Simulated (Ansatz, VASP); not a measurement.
As in VASP and in Ansatz

```
As
1.0
     1.87987    1.08534    3.32823
    -1.87987    1.08534    3.32823
     0.00000   -2.17068    3.32823
As
2
Direct
  0.23057 0.23057 0.23057
  0.76943 0.76943 0.76943
```

Alike in both runs: functional LDA; k mesh 15 × 15 × 15; occupations gaussian, width 0.1 eV; no spin polarisation.

Ansatz relaxed the structure, and its values are those at the end. VASP's run is a single point on that final structure, the one shown.

|  | VASP | Ansatz |
| --- | --- | --- |
| version | VASP 6.6.1 | Ansatz 0.2.0 |
| potentials or method | VASP PAW LDA potentials, release 64 (As_d), cutoff 510 eV | scalar-relativistic, plane waves, PAW |
| valence electrons in the cell | 30 | 30 |

|  | VASP | Ansatz | Ansatz less VASP |
| --- | --- | --- | --- |
| gap on the k mesh at the Fermi level (eV) | none | none | - |
| pressure (GPa) | 0.3 | 0.0 | -0.32 |
| rms of the force components (eV/Å) | 0.018 | 0.000 | -0.0182 |

LDA's correlation is that of Perdew and Zunger in VASP and of Perdew and Wang (1992) in Ansatz. A gap of «none» marks a metal or a gap that the smearing closes.
